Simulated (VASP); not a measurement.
A run of VASP 6.6.1 is set up as follows.

Contents of INCAR:

```
SYSTEM = Mo
PREC     = Accurate       ! precision mode
ENCUT    = 520            ! plane-wave cutoff, eV
EDIFF    = 1E-6           ! SCF threshold, eV
ISMEAR   = 0              ! smearing method
SIGMA    = 0.15           ! smearing width, eV
LREAL    = .False.        ! projectors in reciprocal space
LASPH    = .True.         ! aspherical terms in the spheres
NELM     = 100            ! most SCF steps
ALGO     = Fast           ! electronic algorithm
ISIF     = 2              ! what is computed and relaxed
LWAVE    = .False.        ! write WAVECAR
LCHARG   = .True.         ! write CHGCAR
GGA      = PE             ! functional
LELF     = .True.         ! ELF
LVHAR    = .True.       
NBANDS   = 13             ! bands
```

KPOINTS

```
Automatic mesh
0
Gamma
  20 20 20
  0 0 0
```

POSCAR

```
Mo
1.0
    0.0000000000      2.0010280217      2.3011822250
    2.0010280217      0.0000000000      2.3011822250
    2.0010280217      2.0010280217      0.0000000000
Mo
1
Direct
    0.0000000000      0.0000000000      0.0000000000
```

Potentials or basis: VASP PAW PBE potentials, release 64 (Mo_sv).

Launch:

```sh
$ cat potpaw_PBE.64/Mo_sv/POTCAR > POTCAR
$ mpirun -np 1 vasp_std > vasp.out
```

Q: Predict the band gap on the k mesh.

A: Zero (band 7 reaches 12.63 eV, above the bottom of band 8 at 9.57 eV).

Q: What does it give for the pressure?

A: -24.6 GPa.

Stress tensor (GPa, compression positive):
```
-27.14   0.00   0.00
  0.00 -27.14   0.00
  0.00   0.00 -19.61
```

Caveat: the cell differs from its parent crystal (engineering shear strain xz +0.0000, normal strain along z +0.1500).
